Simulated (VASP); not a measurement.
Here is a VASP 6.6.1 calculation.

The input INCAR:

```
SYSTEM = AlRu
ALGO     = Fast           ! electronic algorithm
EDIFF    = 1E-6           ! SCF threshold, eV
ENCUT    = 520            ! plane-wave cutoff, eV
GGA      = PE             ! functional
ISIF     = 2              ! what is computed and relaxed
ISMEAR   = 0              ! smearing method
LASPH    = .True.         ! aspherical terms in the spheres
LCHARG   = .False.        ! write CHGCAR
LREAL    = .False.        ! projectors in reciprocal space
LWAVE    = .False.        ! write WAVECAR
NBANDS   = 16             ! bands
NELM     = 60             ! most SCF steps
PREC     = Accurate       ! precision mode
SIGMA    = 0.15           ! smearing width, eV
```

KPOINTS

```
k-points
0
Gamma
  20 20 20
  0 0 0
```

POSCAR

```
AlRu
1.0
    3.0040847246      0.0000000000      0.0000000000
    0.0000000000      3.1392685372      0.0000000000
    0.0000000000      0.0000000000      3.0040847246
Al Ru
1 1
Direct
    0.0000000000      0.0000000000      0.0000000000
    0.5000000000      0.5000000000      0.5000000000
```

Potentials or basis: VASP PAW PBE potentials, release 64 (Al, Ru_pv).

Run with:

```console
$ cat potpaw_PBE.64/Al/POTCAR potpaw_PBE.64/Ru_pv/POTCAR > POTCAR
$ mpirun -np 1 vasp_std > vasp.out
```

(1) Predict the band gap on the k mesh.

(2) Predict the pressure.

## Answers

(1) zero (an odd number of electrons rules out a gap without spin polarisation).

(2) -8.0 GPa.

Caveat: the cell differs from its parent crystal (strain +0.0450 x Voigt [0, 1, 0, 0, 0, 0]); the stress differs along the axes, from -12 to -6 GPa.
